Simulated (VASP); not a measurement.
Runs of VASP 6.6.1 on Fe. The structure is that of space group Fm-3m (No. 225), or close to it. The cells are those of the table. 

```csv
task,level,cell,smearing,gap on the mesh (eV),pressure (GPa),relaxed volume (Å³/atom)
relaxation of cell and atoms,PBE+D3(BJ),"relaxed from a = 2.482 Å, angles 60.0°, 1 atom",methfessel-paxton 0.01 eV,none,-0.1,(a)
single point,PBE+D3(BJ),"a = 2.420 Å, angles 60.0°, 1 atom",methfessel-paxton 0.01 eV,none,-0.8,-
relaxation of cell and atoms,PBE,"relaxed from a = 2.482 Å, angles 60.0°, 1 atom",fermi-dirac 0.0577 eV,none,0.0,10.23
single point,PBE,"a = 2.439 Å, angles 60.0°, 1 atom",fermi-dirac 0.0577 eV,none,-0.7,-
```

Alike in all rows: potentials or basis VASP PAW PBE potentials, release 64 (Fe); no spin polarisation; k mesh 9 × 9 × 9; cutoff (eV) 600.

Fill in the values left out.

(a) 10.00.

Caveats: the run has no spin polarisation, though such a crystal can be magnetic; pairwise dispersion overbinds metals, which lowers pressure and volume (some runs).

A gap of «none» marks levels without a gap at the run's occupations.
